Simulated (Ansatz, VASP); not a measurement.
# One calculation of C, two programs

```xyz
4
Lattice="-1.7858 1.7858 0.0000 0.0000 0.0000 3.5716 1.7858 1.7858 0.0000" Properties=species:S:1:pos:R:3 pbc="T T T"
C    -0.4465    1.3394    1.3394
C     1.3394    1.3394    3.1252
C     0.4465    0.4465    0.4465
C     0.4465    2.2323    2.2323
```

Alike in both runs: task single point; functional PBE; k mesh 12 × 8 × 12; occupations fermi-dirac, width 0.02 eV; no spin polarisation.

```csv
,VASP,Ansatz
version,VASP 6.6.1,Ansatz 0.2.0
potentials or method,"VASP PAW PBE potentials, release 64 (C), cutoff 520 eV","all-electron LAPW, scalar-relativistic"
```

|  | VASP | Ansatz | Ansatz less VASP |
| --- | --- | --- | --- |
| gap on the k mesh at the Fermi level (eV) | 4.12 | 4.13 | +0.008 |
| pressure (GPa) | 0.6 | 0.0 | -0.69 |

Ansatz ran all-electron here, and VASP with PAW potentials.
